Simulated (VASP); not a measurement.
Crystal: Sn.

```xyz
2
Lattice="0.0000 3.1769 3.1769 3.1769 0.0000 3.1769 3.1769 3.1769 0.0000" Properties=species:S:1:pos:R:3 pbc="T T T"
Sn    1.5885    1.5885    1.5885
Sn    0.0000    0.0000    0.0000
```

This isn't the form of Sn at room conditions, which is tetragonal (white tin).

| Item | Value |
| --- | --- |
| Program | VASP 6.6.1 |
| Task | relaxation of cell and atoms |
| Functional | PBE |
| Potentials or basis | VASP PAW PBE potentials, release 64 (Sn_d) |
| Cutoff | 600 eV |
| k mesh | 12 × 12 × 12 |
| Occupations | gaussian, width 0.1 eV |
| Spin | no spin polarisation |

At the start: pressure 6.9 GPa; volume 32.06 Å³/atom.

Problem. Where does the relaxation end?

Solution. Over 5 steps the energy falls by 89.6 meV/atom and the volume is 36.81 Å³/atom (+14.8 %); space group Fd-3m (No. 227, to 0.1 Å) before and after.

Step by step:
```
step  energy change (eV)  largest force (eV/Å)  pressure (GPa)  volume (Å³)
   1              0.0000                0.0000            6.93        64.13
   2             -0.1543                0.0000           -1.77        77.89
   3             -0.1791                0.0000            0.04        73.54
   4             -0.1791                0.0000           -0.05        73.73
   5             -0.1792                0.0000           -0.01        73.63
```

Final structure:
```
CELL_PARAMETERS angstrom
0.00000 3.32663 3.32663
3.32663 0.00000 3.32663
3.32663 3.32663 0.00000
ATOMIC_POSITIONS crystal
Sn 0.25000 0.25000 0.25000
Sn 0.00000 0.00000 0.00000
```
